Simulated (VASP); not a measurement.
Write the native input for VASP 6.6.1 that does the following.

```yaml
Task: single point
Functional: LDA
Potentials_or_basis: VASP PAW LDA potentials, release 64 (In_d, Cu)
Cutoff: 520 eV
k_mesh: 10 × 10 × 10
Occupations: gaussian, width 0.15 eV
Spin: no spin polarisation
Dipole_correction: no
Further_INCAR_settings: ALGO = Fast; EDIFF = 1e-06; NBANDS = 33
```

The structure of In3Cu lies in POSCAR:

```
In3Cu
1.0
    4.2922883233      0.0000000000      0.0000000000
    0.0000000000      4.2922883233      0.0000000000
    0.0000000000      0.0000000000      4.2922883233
In Cu
3 1
Direct
    0.0000000000      0.5000000000      0.5000000000
    0.5000000000      0.0000000000      0.5000000000
    0.5000000000      0.5000000000      0.0000000000
    0.0000000000      0.0000000000      0.0000000000
```

These files were run (other wordings do the same):

INCAR

```
SYSTEM = In3Cu
PREC = Accurate
ENCUT = 520
EDIFF = 1E-6
ISMEAR = 0
SIGMA = 0.15
LREAL = .False.
LASPH = .True.
NELM = 100
ALGO = Fast
ISIF = 2
LWAVE = .False.
LCHARG = .True.
LELF = .True.
LVHAR = .True.
NBANDS = 33
```

KPOINTS

```
regular mesh
0
Gamma
  10 10 10
  0 0 0
```

Potentials or basis: VASP PAW LDA potentials, release 64 (In_d, Cu).

Launch:

```console
$ cat potpaw_LDA.64/In_d/POTCAR potpaw_LDA.64/Cu/POTCAR > POTCAR
$ mpirun -np 1 vasp_std > vasp.out
```

Results of the run:

```
Pressure               : 2.0 GPa
Band gap on the k mesh : zero (band 25 reaches 11.41 eV, above the bottom of band 26 at 6.89 eV)
```

Caveat: spin-orbit coupling is left out, which moves the levels of the heavy elements.

Run time: 54 s on 1 thread of Intel(R) Xeon(R) 6975P-C (Granite Rapids), with other jobs on the host, peak memory 0.24 GiB.
